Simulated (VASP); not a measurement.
# Si (Fd-3m) in VASP: single point with PBEsol

Aim: the single point of Si with PBEsol.

Program: VASP 6.6.1. These are calculated values, not measurements. Logs are shortened: lines on timing, memory, paths and dates and some standing lists are left out, and cuts for length are marked.

### 1 The cell of the first run

It takes space group Fd-3m (No. 227, cubic). Conventional cell: a = 5.379 Å, b = 5.379 Å, c = 5.379 Å, α = 90.00°, β = 90.00°, γ = 90.00°. Si (site symmetry -43m) has 4 Si at 2.33 Å within 3.1 Å.

### 2 Single point, PBEsol

INCAR

```
SYSTEM = Si
PREC = Accurate
ENCUT = 500
EDIFF = 1E-6
ISMEAR = 0
SIGMA = 0.01
LREAL = .FALSE.
LASPH = .TRUE.
NELM = 120
ALGO = Normal
ISIF = 2
LWAVE = .FALSE.
LCHARG = .TRUE.
GGA = PS
LELF = .TRUE.
LVHAR = .TRUE.
NBANDS = 11
GGA_COMPAT = .FALSE.
```

KPOINTS

```
Automatic mesh
0
G
  4 4 4
  0 0 0
```

POSCAR

```
Si
1.0
    0.0000000000      2.6896621261      2.6896621261
    2.6896621261      0.0000000000      2.6896621261
    2.6896621261      2.6896621261      0.0000000000
Si
2
Direct
    0.0000000000      0.0000000000      0.0000000000
    0.2500000000      0.2500000000      0.2500000000
```

Potentials or basis: VASP PAW PBE potentials, release 64 (Si).

On the command line:

```sh
cat potpaw_PBE.64/Si/POTCAR > POTCAR
mpirun -np 1 vasp_std > vasp.out
```

OUTCAR:

```text
SYSTEM = Si
   PREC = Accurate
   ENCUT = 500
   EDIFF = 1E-6
   ISMEAR = 0
   LREAL = .FALSE.
   LASPH = .TRUE.
   NELM = 120
   ISIF = 2
   GGA = PS

 ion  position               nearest neighbor table
   1  0.000  0.000  0.000-   2 2.33   2 2.33   2 2.33   2 2.33
   2  0.250  0.250  0.250-   1 2.33   1 2.33   1 2.33   1 2.33

  LATTYP: Found a face centered cubic cell.
 ALAT       =     5.3793242522

  Lattice vectors:

 A1 = (   0.0000000000,   2.6896621261,   2.6896621261)
 A2 = (   2.6896621261,   0.0000000000,   2.6896621261)
 A3 = (   2.6896621261,   2.6896621261,   0.0000000000)

Analysis of symmetry for initial positions (statically):
=====================================================================
 Subroutine PRICEL returns:
 Original cell was already a primitive cell.

 Routine SETGRP: Setting up the symmetry group for a
 face centered cubic supercell.

 Subroutine GETGRP returns: Found 48 space group operations
 (whereof 24 operations were pure point group operations)
 out of a pool of 48 trial point group operations.

The static configuration has the point symmetry T_d .
 The point group associated with its full space group is O_h .

Analysis of symmetry for dynamics (positions and initial velocities):
=====================================================================
 Subroutine PRICEL returns:
 Original cell was already a primitive cell.

 Routine SETGRP: Setting up the symmetry group for a
 face centered cubic supercell.

 Subroutine GETGRP returns: Found 48 space group operations
 (whereof 24 operations were pure point group operations)
 out of a pool of 48 trial point group operations.

The dynamic configuration has the point symmetry T_d .
 The point group associated with its full space group is O_h .

 Subroutine INISYM returns: Found 48 space group operations
 (whereof 24 operations are pure point group operations),
 and found     1 'primitive' translations

----------------------------------------------------------------------------------------

                                     Primitive cell

  volume of cell :      38.9156

  direct lattice vectors                    reciprocal lattice vectors
     0.000000000  2.689662126  2.689662126    -0.185896955  0.185896955  0.185896955
     2.689662126  0.000000000  2.689662126     0.185896955 -0.185896955  0.185896955
     2.689662126  2.689662126  0.000000000     0.185896955  0.185896955 -0.185896955

  length of vectors
     3.803756657  3.803756657  3.803756657     0.321982972  0.321982972  0.321982972

  position of ions in fractional coordinates (direct lattice)
     0.000000000  0.000000000  0.000000000
     0.250000000  0.250000000  0.250000000

  ion indices of the primitive-cell ions
   primitive index   ion index
                 1           1
                 2           2

----------------------------------------------------------------------------------------

 KPOINTS: Automatic mesh

Automatic generation of k-mesh.
 Grid dimensions read from file:
 generate k-points for:    4    4    4

 Generating k-lattice:

  Cartesian coordinates                     Fractional coordinates (reciprocal lattice)
    -0.046474239  0.046474239  0.046474239     0.250000000  0.000000000  0.000000000
     0.046474239 -0.046474239  0.046474239     0.000000000  0.250000000  0.000000000
     0.046474239  0.046474239 -0.046474239     0.000000000  0.000000000  0.250000000

  Length of vectors
     0.080495743  0.080495743  0.080495743

  Shift w.r.t. Gamma in fractional coordinates (k-lattice)
     0.000000000  0.000000000  0.000000000

 Subroutine IBZKPT returns following result:
 ===========================================

 Found      8 irreducible k-points:

 Following reciprocal coordinates:
            Coordinates               Weight
  0.000000  0.000000  0.000000      1.000000
  0.250000  0.000000  0.000000      8.000000
  0.500000  0.000000  0.000000      4.000000
  0.250000  0.250000  0.000000      6.000000
  0.500000  0.250000  0.000000     24.000000
 -0.250000  0.250000  0.000000     12.000000
  0.500000  0.500000  0.000000      3.000000
 -0.250000  0.500000  0.250000      6.000000
   k-points           NKPTS =      8   k-points in BZ     NKDIM =      8   number of bands    NBANDS=     11
   number of dos      NEDOS =    301   number of ions     NIONS =      2
   total plane-waves  NPLWV =  21952
   dimension x,y,z NGX =    28 NGY =   28 NGZ =   28
   dimension x,y,z NGXF=    56 NGYF=   56 NGZF=   56
   ions per type =               2
   NGX,Y,Z   is equivalent  to a cutoff of  12.24, 12.24, 12.24 a.u.
   NGXF,Y,Z  is equivalent  to a cutoff of  24.48, 24.48, 24.48 a.u.
 SYSTEM =  Si
   PREC   = accura    normal or accurate (medium, high low for compatibility)
   ISTART =      0    job   : 0-new  1-cont  2-samecut
   ICHARG =      2    charge: 1-file 2-atom 10-const
   ISPIN  =      1    spin polarized calculation?
   LNONCOLLINEAR =      F non collinear calculations
   LSORBIT =      F    spin-orbit coupling
   LASPH  =      T    aspherical Exc in radial PAW
   ENCUT  =  500.0 eV  36.75 Ry    6.06 a.u.   6.94  6.94  6.94*2*pi/ulx,y,z
   NELM   =    120;   NELMIN=  2; NELMDL= -5     # of ELM steps
   EDIFF  = 0.1E-05   stopping-criterion for ELM
   LREAL  =      F    real-space projection
   EDIFFG = 0.1E-04   stopping-criterion for IOM
   NSW    =      0    number of steps for IOM
   IBRION =     -1    ionic relax: 0-MD 1-quasi-New 2-CG
   NFREE  =      0    steps in history (QN), initial steepest desc. (CG)
   ISIF   =      2    stress and relaxation
   ISYM   =      2    0-nonsym 1-usesym 2-fastsym
   POTIM  = 0.5000    time-step for ionic-motion
   TEBEG  =    0.0;   TEEND  =   0.0 temperature during run
   PSTRESS=    0.0 pullay stress
   NELECT =       8.0000    total number of electrons
   NUPDOWN=      -1.0000    fix difference up-down
   EMIN   =  10.00;   EMAX   =-10.00  energy-range for DOS
   EFERMI =   0.00;   METHOD = LEGACY
   ISMEAR =     0;   SIGMA  =   0.01  broadening in eV -4-tet -1-fermi 0-gaus
   EFERMI_NEDOS =   21; number of points for ismear=-14 and -15
   IALGO  =     38    algorithm
   IMIX   =      4    mixing-type and parameters
     AMIX     =   0.40;   BMIX     =  1.00
     AMIX_MAG =   1.60;   BMIX_MAG =  1.00
  volume/ion in A,a.u.               =      19.46       131.31
  Fermi-wavevector in a.u.,A,eV,Ry     =   0.966193  1.825840 12.701425  0.933528
  Thomas-Fermi vector in A             =   2.095973
   LORBIT       =      0    0 simple, 1 ext, 2 COOP (PROOUT), +10 PAW based schemes
   GGA     = PS    functional components
   LHFCALC =     F    Hartree Fock is set to
   AEXX    =    0.0000 exact exchange contribution
   IVDW    =     0    specifies the selected vdW correction
   LEPSILON=     F    determine dielectric tensor
   LRPA    =     F    only Hartree local field effects (RPA)
 non-spin polarized calculation
 Gauss-broadening in eV      SIGMA  =   0.01
  energy-cutoff  :      500.00
  volume of cell :       38.92
 maximum number of plane-waves:       998
   NGX = 13   NGY = 13   NGZ = 13

 number of electron       8.0000001 magnetization

 Free energy of the ion-electron system (eV)
  ---------------------------------------------------
  ext. energy  EPLUGINS =         0.00000000
  ---------------------------------------------------
  free energy    TOTEN  =       -11.27864730 eV

  energy without entropy =      -11.27864730  energy(sigma->0) =      -11.27864730

 E-fermi :   6.1930     XC(G=0):  -9.6420

 val. band max:        6.1297190608   @ k =   0.0000   0.0000   0.0000
 cond. band min:       6.6348209206   @ k =   0.5000   0.5000   0.0000
 fundamental gap:      0.5051018598
 Fermi energy:         6.1929882778

 k-point     1 :       0.0000    0.0000    0.0000
  band No.  band energies     occupation
      1      -6.0720      2.00000
      2       6.1297      2.00000
      3       6.1297      2.00000
      4       6.1297      2.00000
      5       8.6359      0.00000
      6       8.6359      0.00000
      7       8.6359      0.00000
      8       9.7821      0.00000
      9      13.8086      0.00000
     10      13.8086      0.00000
     11      13.9385      0.00000

 k-point     2 :       0.2500    0.0000    0.0000
  band No.  band energies     occupation
      1      -5.2474      2.00000
      2       2.1128      2.00000
      3       5.3415      2.00000
      4       5.3415      2.00000
      5       8.1746      0.00000
      6       9.5892      0.00000
      7       9.5892      0.00000
      8      13.2049      0.00000
      9      13.2469      0.00000
     10      13.2469      0.00000
     11      14.9891      0.00000

 k-point     3 :       0.5000    0.0000    0.0000
  band No.  band energies     occupation
      1      -3.6440      2.00000
      2      -1.0383      2.00000
      3       4.8962      2.00000
      4       4.8962      2.00000
      5       7.6844      0.00000
      6       9.3622      0.00000
      7       9.3622      0.00000
      8      13.6492      0.00000
      9      16.6957      0.00000
     10      16.6957      0.00000
     11      17.5626      0.00000

 k-point     4 :       0.2500    0.2500    0.0000
  band No.  band energies     occupation
      1      -4.9579      2.00000
      2       2.6128      2.00000
      3       4.1573      2.00000
      4       4.1573      2.00000
      5       7.1123      0.00000
      6       9.1158      0.00000
      7      11.9346      0.00000
      8      11.9346      0.00000
      9      14.4309      0.00000
     10      15.0422      0.00000
     11      17.5416      0.00000

 k-point     5 :       0.5000    0.2500    0.0000
  band No.  band energies     occupation
      1      -3.2603      2.00000
      2      -0.3598      2.00000
      3       2.4417      2.00000
      4       3.8380      2.00000
      5       7.4871      0.00000
      6      10.4869      0.00000
      7      11.9563      0.00000
      8      12.0340      0.00000
      9      16.4012      0.00000
     10      16.7068      0.00000
     11      18.3880      0.00000

 k-point     6 :      -0.2500    0.2500    0.0000
  band No.  band energies     occupation
      1      -3.9602      2.00000
      2       0.5762      2.00000
      3       2.1961      2.00000
      4       4.7541      2.00000
      5       8.4860      0.00000
      6      10.9104      0.00000
      7      11.2470      0.00000
      8      12.3327      0.00000
      9      12.4643      0.00000
     10      15.8350      0.00000
     11      18.7446      0.00000

 k-point     7 :       0.5000    0.5000    0.0000
  band No.  band energies     occupation
      1      -1.8014      2.00000
      2      -1.8014      2.00000
      3       3.1676      2.00000
      4       3.1676      2.00000
      5       6.6348      0.00000
      6       6.6348      0.00000
      7      16.4278      0.00000
      8      16.4278      0.00000
      9      17.1459      0.00000
     10      17.1459      0.00000
     11      18.7113      0.00000

 k-point     8 :      -0.2500    0.5000    0.2500
  band No.  band energies     occupation
      1      -1.6161      2.00000
      2      -1.6161      2.00000
      3       2.0798      2.00000
      4       2.0798      2.00000
      5      10.2825      0.00000
      6      10.2825      0.00000
      7      11.1544      0.00000
      8      11.1544      0.00000
      9      16.8323      0.00000
     10      16.8323      0.00000
     11      19.3432      0.00000

------------------------ aborting loop because EDIFF is reached ----------------------------------------

  FORCE on cell =-STRESS in cart. coord.  units (eV):
  Direction    XX          YY          ZZ          XY          YZ          ZX
  --------------------------------------------------------------------------------------
  -------------------------------------------------------------------------------------
  Total        0.9427302      0.9427302      0.9427302      0.0000000      0.0000000     -0.0000000
  in kB       38.8127872     38.8127872     38.8127872      0.0000000      0.0000000     -0.0000000
  external PRESSURE =      38.8127872 kB  Pullay stress =       0.0000000 kB

 VOLUME and BASIS-vectors are now :
 -----------------------------------------------------------------------------
  energy-cutoff  :      500.00
  volume of cell :       38.92
      direct lattice vectors                 reciprocal lattice vectors
     0.000000000  2.689662126  2.689662126    -0.185896955  0.185896955  0.185896955
     2.689662126  0.000000000  2.689662126     0.185896955 -0.185896955  0.185896955
     2.689662126  2.689662126  0.000000000     0.185896955  0.185896955 -0.185896955

 POSITION                                       TOTAL-FORCE (eV/Angst)
 -----------------------------------------------------------------------------------
      0.00000      0.00000      0.00000        -0.000000     -0.000000     -0.000000
      1.34483      1.34483      1.34483         0.000000      0.000000      0.000000
 -----------------------------------------------------------------------------------
    total drift:                                0.000000      0.000000     -0.000000

  FREE ENERGIE OF THE ION-ELECTRON SYSTEM (eV)
  ---------------------------------------------------
  free  energy   TOTEN  =       -11.2786473028 eV

  energy  without entropy=      -11.2786473028  energy(sigma->0) =      -11.27864730
```

Wall time 5.1 s (1 thread of Intel Xeon 6975P-C (Granite Rapids), shared host); peak memory 0.13 GiB.

Results:

```
Free energy            : -11.2786 eV
Pressure               : 3.9 GPa
Band gap on the k mesh : 0.51 eV, indirect (least direct gap 2.51 eV)
```

Caveat: the k points lie up to 0.51 Å⁻¹ apart; the PAW data sets were made with another functional, which shifts forces and pressure a little. A k mesh can miss the band edges.
